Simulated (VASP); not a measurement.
# MgO (I4mm) in VASP: notebook, part 2 of 2

VASP 6.6.1.

## (3) Single point, r2SCAN

Contents of POSCAR:

```
MgO
1.0
    0.0000000000      2.1351500000      2.1351500000
    2.1351500000      0.0000000000      2.1351500000
    2.1351500000      2.1351500000      0.0000000000
Mg O
1 1
Direct
    0.0000000000      0.0000000000      0.0000000000
    0.4853640259      0.4853640259      0.5146359741
```

Contents of INCAR.step1:

```
SYSTEM = MgO
PREC = Accurate
ENCUT = 750
ISMEAR = 0
SIGMA = 0.05
LREAL = .False.
LASPH = .True.
NELM = 120
NBANDS = 15
GGA = PE
ALGO = Normal
EDIFF = 1E-5
LWAVE = .True.
LCHARG = .False.
GGA_COMPAT = .False.
```

Contents of INCAR.step2:

```
SYSTEM = MgO
PREC = Accurate
ENCUT = 750
EDIFF = 1E-6
ISMEAR = 0
SIGMA = 0.05
LREAL = .False.
LASPH = .True.
NELM = 120
ALGO = Normal
ISIF = 2
LWAVE = .False.
LCHARG = .False.
METAGGA = R2SCAN
LMIXTAU = .True.
NBANDS = 15
ISTART = 1
GGA_COMPAT = .False.
```

Contents of KPOINTS:

```
regular mesh
0
Gamma
  10 10 10
  0 0 0
```

Potentials or basis: VASP PAW PBE potentials, release 64 (Mg_sv, O).

Run with:

```console
cat potpaw_PBE.64/Mg_sv/POTCAR potpaw_PBE.64/O/POTCAR > POTCAR
cp INCAR.step1 INCAR
mpirun -np 1 vasp_std > vasp.out
cp INCAR.step2 INCAR
mpirun -np 1 vasp_std > vasp.out
```

OUTCAR:

```text
SYSTEM = MgO
   PREC = Accurate
   ENCUT = 750
   EDIFF = 1E-6
   ISMEAR = 0
   LREAL = .False.
   LASPH = .True.
   NELM = 120
   ISIF = 2
   METAGGA = R2SCAN
   ISTART = 1

 ion  position               nearest neighbor table
   1  0.000  0.000  0.000-   2 2.07
   2  0.485  0.485  0.515-   1 2.07

  LATTYP: Found a face centered cubic cell.
 ALAT       =     4.2703000000

  Lattice vectors:

 A1 = (   0.0000000000,   2.1351500000,   2.1351500000)
 A2 = (   2.1351500000,   0.0000000000,   2.1351500000)
 A3 = (   2.1351500000,   2.1351500000,   0.0000000000)

Analysis of symmetry for initial positions (statically):
=====================================================================
 Subroutine PRICEL returns:
 Original cell was already a primitive cell.

 Routine SETGRP: Setting up the symmetry group for a
 face centered cubic supercell.

 Subroutine GETGRP returns: Found  8 space group operations
 (whereof  8 operations were pure point group operations)
 out of a pool of 48 trial point group operations.

The static configuration has the point symmetry C_4v.

[... 172 lines left out ...]
      4     -37.9928      2.00000
      5     -15.7608      2.00000
      6       2.2161      2.00000
      7       2.2217      2.00000
      8       2.2217      2.00000
      9       7.4649      0.00000
     10      18.8483      0.00000
     11      18.8552      0.00000
     12      18.8552      0.00000
     13      22.8180      0.00000
     14      24.6222      0.00000
[... 401 lines left out ...]
      2     -38.0088      2.00000
      3     -37.9979      2.00000
      4     -37.9939      2.00000
      5     -15.5078      2.00000
      6       0.9176      2.00000
      7       1.9041      2.00000
      8       2.1074      2.00000
      9       8.8759      0.00000
     10      16.5310      0.00000
     11      19.2358      0.00000
     12      19.5260      0.00000
     13      22.5216      0.00000
     14      23.9940      0.00000
     15      25.9741      0.00000

 [... further k-points ...]

------------------------ aborting loop because EDIFF is reached ----------------------------------------

  FORCE on cell =-STRESS in cart. coord.  units (eV):
  Direction    XX          YY          ZZ          XY          YZ          ZX
  --------------------------------------------------------------------------------------
  -------------------------------------------------------------------------------------
  Total       -0.8647488     -0.8647488     -0.7181834      0.0000000      0.0000000     -0.0000000
  in kB      -71.1681033    -71.1681033    -59.1058952      0.0000000      0.0000000     -0.0000000
  external PRESSURE =     -67.1473673 kB  Pullay stress =       0.0000000 kB

 VOLUME and BASIS-vectors are now :
 -----------------------------------------------------------------------------
  energy-cutoff  :      750.00
  volume of cell :       19.47
      direct lattice vectors                 reciprocal lattice vectors
     0.000000000  2.135150000  2.135150000    -0.234175585  0.234175585  0.234175585
     2.135150000  0.000000000  2.135150000     0.234175585 -0.234175585  0.234175585
     2.135150000  2.135150000  0.000000000     0.234175585  0.234175585 -0.234175585

 POSITION                                       TOTAL-FORCE (eV/Angst)
 -----------------------------------------------------------------------------------
      0.00000      0.00000      0.00000         0.000000      0.000000     -0.293760
      2.13515      2.13515      2.07265         0.000000      0.000000      0.293760
 -----------------------------------------------------------------------------------
    total drift:                                0.000000      0.000000      0.000205

  FREE ENERGIE OF THE ION-ELECTRON SYSTEM (eV)
  ---------------------------------------------------
  free  energy   TOTEN  =       -16.1390763090 eV

  energy  without entropy=      -16.1390763090  energy(sigma->0) =      -16.13907631
```

OUTCAR.step1:

```text
SYSTEM = MgO
   PREC = Accurate
   ENCUT = 750
   ISMEAR = 0
   LREAL = .False.
   LASPH = .True.
[... 653 lines left out ...]
      0.00000      0.00000      0.00000         0.000000      0.000000     -0.292448
      2.13515      2.13515      2.07265         0.000000      0.000000      0.292448
 -----------------------------------------------------------------------------------
    total drift:                                0.000000      0.000000      0.000483

  FREE ENERGIE OF THE ION-ELECTRON SYSTEM (eV)
  ---------------------------------------------------
  free  energy   TOTEN  =       -11.8785559503 eV

  energy  without entropy=      -11.8785559503  energy(sigma->0) =      -11.87855595
```

OSZICAR.step1:

```text
N       E                     dE             d eps       ncg     rms          rms(c)
DAV:   1     0.151114675803E+03    0.15111E+03   -0.12655E+04  3068   0.162E+03
DAV:   2    -0.813542963280E+01   -0.15925E+03   -0.15079E+03  3725   0.415E+02
DAV:   3    -0.133967930630E+02   -0.52614E+01   -0.52399E+01  3925   0.740E+01
DAV:   4    -0.134765747924E+02   -0.79782E-01   -0.79776E-01  3566   0.908E+00
DAV:   5    -0.134780560729E+02   -0.14813E-02   -0.14812E-02  3889   0.105E+00    0.860E+00
DAV:   6    -0.119026093082E+02    0.15754E+01   -0.26579E+00  3291   0.148E+01    0.288E+00
DAV:   7    -0.118893150390E+02    0.13294E-01   -0.13580E-01  3592   0.338E+00    0.174E+00
DAV:   8    -0.118795844745E+02    0.97306E-02   -0.40396E-02  3774   0.226E+00    0.345E-01
DAV:   9    -0.118783508718E+02    0.12336E-02   -0.37633E-03  3494   0.570E-01    0.982E-02
DAV:  10    -0.118785671961E+02   -0.21632E-03   -0.31095E-04  3718   0.185E-01    0.470E-02
DAV:  11    -0.118785557836E+02    0.11412E-04   -0.29754E-05  3816   0.553E-02    0.429E-03
DAV:  12    -0.118785559503E+02   -0.16672E-06   -0.57331E-07  1803   0.100E-02
   1 F= -.11878556E+02 E0= -.11878556E+02  d E =-.476189E-24
```

Wall time 78 s (1 thread of Intel Xeon 6975P-C (Granite Rapids), shared host); peak memory 0.19 GiB.

Results:

```
Free energy            : -16.1391 eV
Pressure               : -6.7 GPa
Largest force          : 0.294 eV/Å
Band gap on the k mesh : 5.24 eV
```

Forces in eV/Å, atoms in the order of the input:
```
Mg   0.000  0.000 -0.294
O    0.000  0.000  0.294
```

Stress tensor (GPa, compression positive):
```
-7.12  0.00  0.00
 0.00 -7.12  0.00
 0.00  0.00 -5.91
```

Caveat: the cell differs from its parent crystal (all O atoms moved +0.062 Å, as atom 2 towards its neighbour atom 1 (Mg) at 2.135 Å); the cell stands under tension; the PAW data sets were made with another functional, which shifts forces and pressure a little.

## (4) Single point, r2SCAN

POSCAR: that of step 3 with these lines changed.

```diff
@@ -9,2 +9,2 @@
     0.0000000000      0.0000000000      0.0000000000
-    0.4853640259      0.4853640259      0.5146359741
+    0.4912184156      0.4912184156      0.5087815844
```

Contents of INCAR.step1:

```
  ALGO = Normal
  EDIFF = 1E-5
  ENCUT = 750
  GGA = PE
  GGA_COMPAT = F
  ISMEAR = 0
  LASPH = T
  LCHARG = F
  LREAL = F
  LWAVE = T
  NBANDS = 15
  NELM = 120
  PREC = Accurate
  SIGMA = 0.05
```

Contents of INCAR.step2:

```
  ALGO = Normal
  EDIFF = 1E-6
  ENCUT = 750
  GGA_COMPAT = F
  ISIF = 2
  ISMEAR = 0
  ISTART = 1
  LASPH = T
  LCHARG = F
  LMIXTAU = T
  LREAL = F
  LWAVE = F
  METAGGA = R2SCAN
  NBANDS = 15
  NELM = 120
  PREC = Accurate
  SIGMA = 0.05
```

Contents of KPOINTS:

```
k-points
0
Gamma
  10 10 10
```

Run with:

```console
cat potpaw_PBE.64/Mg_sv/POTCAR potpaw_PBE.64/O/POTCAR > POTCAR
cp INCAR.step1 INCAR
mpirun -np 1 vasp_std > vasp.out
cp INCAR.step2 INCAR
mpirun -np 1 vasp_std > vasp.out
```

It took 3.2 min on 1 thread of Intel Xeon Platinum 8488C (Sapphire Rapids), shared host; peak memory 0.19 GiB.

The run converged. Its results:

```
Free energy            : -16.1449 eV
Pressure               : -6.9 GPa
Largest force          : 0.174 eV/Å
Band gap on the k mesh : 5.24 eV
```

Forces on the atoms (eV/Å):
```
Mg   0.000  0.000 -0.174
O    0.000  0.000  0.174
```

Stress tensor (GPa, compression positive):
```
-7.07  0.00  0.00
 0.00 -7.07  0.00
 0.00  0.00 -6.64
```

Levels at points of the mesh, in eV from the valence-band top:
```csv
k point,band 5,band 6,band 7,band 8,band 9,band 10,band 11,band 12
"(0.00, 0.00, 0.00)",-17.98,0.00,0.00,0.00,5.24,16.62,16.62,16.62
"(0.50, 0.00, 0.00)",-16.81,-4.42,-0.63,-0.63,8.56,13.35,17.08,17.08
"(0.50, 0.50, 0.00)",-16.61,-3.91,-1.31,-1.31,9.98,10.70,13.86,19.82
"(0.00, 0.50, 0.50)",-16.61,-3.91,-1.31,-1.31,9.98,10.70,13.86,19.81
```

Caveat: the cell differs from its parent crystal (all O atoms moved +0.037 Å, as atom 2 towards its neighbour atom 1 (Mg) at 2.135 Å); the cell stands under tension; the PAW data sets were made with another functional, which shifts forces and pressure a little.

## (5) Single point, r2SCAN

POSCAR: that of step 4 with these lines changed.

```diff
@@ -9,2 +9,2 @@
     0.0000000000      0.0000000000      0.0000000000
-    0.4912184156      0.4912184156      0.5087815844
+    0.5117087792      0.5117087792      0.4882912208
```

Contents of INCAR.step1:

```
PREC = Accurate
ENCUT = 750
ISMEAR = 0
SIGMA = 0.05
LREAL = F
LASPH = T
NELM = 120
NBANDS = 15
GGA = PE
ALGO = Normal
EDIFF = 1E-5
LWAVE = T
LCHARG = F
GGA_COMPAT = F
```

Contents of INCAR.step2:

```
PREC = Accurate
ENCUT = 750
EDIFF = 1E-6
ISMEAR = 0
SIGMA = 0.05
LREAL = F
LASPH = T
NELM = 120
ALGO = Normal
ISIF = 2
LWAVE = F
LCHARG = F
METAGGA = R2SCAN
LMIXTAU = T
NBANDS = 15
ISTART = 1
GGA_COMPAT = F
```

Contents of KPOINTS:

```
Automatic mesh
0
Gamma
  10 10 10
```

Potentials or basis: VASP PAW PBE potentials, release 64 (Mg_sv, O).

Run with:

```console
cat potpaw_PBE.64/Mg_sv/POTCAR potpaw_PBE.64/O/POTCAR > POTCAR
cp INCAR.step1 INCAR
mpirun -np 1 vasp_std > vasp.out
cp INCAR.step2 INCAR
mpirun -np 1 vasp_std > vasp.out
```

OUTCAR:

```text
PREC = Accurate
   ENCUT = 750
   EDIFF = 1E-6
   ISMEAR = 0
   LREAL = F
   LASPH = T
   NELM = 120
   ISIF = 2
   METAGGA = R2SCAN
   ISTART = 1

 ion  position               nearest neighbor table
   1  0.000  0.000  0.000-   2 2.09
   2  0.512  0.512  0.488-   1 2.09

  LATTYP: Found a face centered cubic cell.
 ALAT       =     4.2703000000

  Lattice vectors:

 A1 = (   0.0000000000,   2.1351500000,   2.1351500000)
 A2 = (   2.1351500000,   0.0000000000,   2.1351500000)
 A3 = (   2.1351500000,   2.1351500000,   0.0000000000)

Analysis of symmetry for initial positions (statically):
=====================================================================
 Subroutine PRICEL returns:
 Original cell was already a primitive cell.

 Routine SETGRP: Setting up the symmetry group for a
 face centered cubic supercell.

 Subroutine GETGRP returns: Found  8 space group operations
 (whereof  8 operations were pure point group operations)
 out of a pool of 48 trial point group operations.

The static configuration has the point symmetry C_4v.

[... 173 lines left out ...]
      5     -15.7601      2.00000
      6       2.2193      2.00000
      7       2.2230      2.00000
      8       2.2230      2.00000
      9       7.4667      0.00000
     10      18.8459      0.00000
     11      18.8503      0.00000
     12      18.8503      0.00000
     13      22.8217      0.00000
     14      24.6217      0.00000
[... 401 lines left out ...]
      2     -38.0103      2.00000
      3     -37.9995      2.00000
      4     -37.9955      2.00000
      5     -15.5069      2.00000
      6       0.9193      2.00000
      7       1.9053      2.00000
      8       2.1090      2.00000
      9       8.8782      0.00000
     10      16.5299      0.00000
     11      19.2367      0.00000
     12      19.5217      0.00000
     13      22.5131      0.00000
     14      23.9919      0.00000
     15      25.9780      0.00000

 [... further k-points ...]

------------------------ aborting loop because EDIFF is reached ----------------------------------------

  FORCE on cell =-STRESS in cart. coord.  units (eV):
  Direction    XX          YY          ZZ          XY          YZ          ZX
  --------------------------------------------------------------------------------------
  -------------------------------------------------------------------------------------
  Total       -0.8615829     -0.8615829     -0.7679030      0.0000000     -0.0000000      0.0000000
  in kB      -70.9075490    -70.9075490    -63.1977706      0.0000000     -0.0000000      0.0000000
  external PRESSURE =     -68.3376229 kB  Pullay stress =       0.0000000 kB

 VOLUME and BASIS-vectors are now :
 -----------------------------------------------------------------------------
  energy-cutoff  :      750.00
  volume of cell :       19.47
      direct lattice vectors                 reciprocal lattice vectors
     0.000000000  2.135150000  2.135150000    -0.234175585  0.234175585  0.234175585
     2.135150000  0.000000000  2.135150000     0.234175585 -0.234175585  0.234175585
     2.135150000  2.135150000  0.000000000     0.234175585  0.234175585 -0.234175585

 POSITION                                       TOTAL-FORCE (eV/Angst)
 -----------------------------------------------------------------------------------
      0.00000      0.00000      0.00000         0.000000      0.000000      0.233113
      2.13515      2.13515      2.18515         0.000000      0.000000     -0.233113
 -----------------------------------------------------------------------------------
    total drift:                               -0.000000     -0.000000      0.003917

  FREE ENERGIE OF THE ION-ELECTRON SYSTEM (eV)
  ---------------------------------------------------
  free  energy   TOTEN  =       -16.1423891336 eV

  energy  without entropy=      -16.1423891336  energy(sigma->0) =      -16.14238913
```

OUTCAR.step1:

```text
PREC = Accurate
   ENCUT = 750
   ISMEAR = 0
   LREAL = F
   LASPH = T
[... 652 lines left out ...]
 -----------------------------------------------------------------------------------
      0.00000      0.00000      0.00000         0.000000      0.000000      0.231340
      2.13515      2.13515      2.18515         0.000000      0.000000     -0.231340
 -----------------------------------------------------------------------------------
    total drift:                               -0.000000     -0.000000     -0.000273

  FREE ENERGIE OF THE ION-ELECTRON SYSTEM (eV)
  ---------------------------------------------------
  free  energy   TOTEN  =       -11.8818298702 eV

  energy  without entropy=      -11.8818298702  energy(sigma->0) =      -11.88182987
```

OSZICAR.step1:

```text
N       E                     dE             d eps       ncg     rms          rms(c)
DAV:   1     0.151094122735E+03    0.15109E+03   -0.12656E+04  3068   0.162E+03
DAV:   2    -0.811680040320E+01   -0.15921E+03   -0.15078E+03  3697   0.415E+02
DAV:   3    -0.133994857293E+02   -0.52827E+01   -0.52601E+01  3962   0.740E+01
DAV:   4    -0.134776427474E+02   -0.78157E-01   -0.78149E-01  3580   0.897E+00
DAV:   5    -0.134791128872E+02   -0.14701E-02   -0.14701E-02  3896   0.103E+00    0.860E+00
DAV:   6    -0.119057551603E+02    0.15734E+01   -0.26504E+00  3298   0.148E+01    0.288E+00
DAV:   7    -0.118925818437E+02    0.13173E-01   -0.13673E-01  3627   0.338E+00    0.174E+00
DAV:   8    -0.118828660813E+02    0.97158E-02   -0.40457E-02  3753   0.225E+00    0.346E-01
DAV:   9    -0.118816248782E+02    0.12412E-02   -0.37787E-03  3501   0.567E-01    0.986E-02
DAV:  10    -0.118818417326E+02   -0.21685E-03   -0.30686E-04  3718   0.184E-01    0.481E-02
DAV:  11    -0.118818297130E+02    0.12020E-04   -0.29231E-05  3837   0.548E-02    0.456E-03
DAV:  12    -0.118818298702E+02   -0.15721E-06   -0.54154E-07  1740   0.995E-03
   1 F= -.11881830E+02 E0= -.11881830E+02  d E =-.578183E-27
```

It took 2.2 min on 1 thread of Intel Xeon Platinum 8559C (Emerald Rapids), shared host; peak memory 0.19 GiB.

What came out:

| Item | Value |
| --- | --- |
| Free energy | -16.1424 eV |
| Pressure | -6.8 GPa |
| Largest force | 0.233 eV/Å |
| Band gap on the k mesh | 5.24 eV |

Forces in eV/Å, atoms in the order of the input:
```
Mg   0.000  0.000  0.233
O    0.000  0.000 -0.233
```

Stress tensor (GPa, compression positive):
```
-7.09  0.00  0.00
 0.00 -7.09  0.00
 0.00  0.00 -6.32
```

Levels at points of the mesh, in eV from the valence-band top:
| k point | band 6 | band 7 | band 8 | band 9 | band 10 | band 11 |
| --- | --- | --- | --- | --- | --- | --- |
| (0.00, 0.00, 0.00) | 0.00 | 0.00 | 0.00 | 5.24 | 16.62 | 16.63 |
| (0.50, 0.00, 0.00) | -4.41 | -0.63 | -0.63 | 8.56 | 13.35 | 17.08 |
| (0.50, 0.50, 0.00) | -3.90 | -1.31 | -1.31 | 9.98 | 10.69 | 13.86 |
| (0.00, 0.50, 0.50) | -3.91 | -1.31 | -1.31 | 9.99 | 10.70 | 13.86 |

Caveat: the cell differs from its parent crystal (all O atoms moved -0.050 Å, as atom 2 towards its neighbour atom 1 (Mg) at 2.135 Å); the cell stands under tension; the PAW data sets were made with another functional, which shifts forces and pressure a little.

## (6) Summary

| cell | cutoff (eV) | mended | gap on the mesh (eV) | pressure (GPa) | largest force (eV/Å) |
| --- | --- | --- | --- | --- | --- |
| as given, atomic positions A | 660 | - | 5.25 | -6.4 | 0.49 |
| as given, atomic positions B | 750 | yes | 5.24 | -6.7 | 0.29 |
| as given, atomic positions C | 750 | yes | 5.24 | -6.9 | 0.17 |
| as given, atomic positions D | 750 | yes | 5.24 | -6.8 | 0.23 |

Alike in all rows: task single point; level r2SCAN; potentials or basis VASP PAW PBE potentials, release 64 (Mg_sv, O); no spin polarisation; k mesh 10 × 10 × 10; smearing gaussian 0.05 eV.

Caveats: the cell stands under tension; the PAW data sets were made with another functional, which shifts forces and pressure a little.

Absolute energies hang on the potentials; compare differences alone.
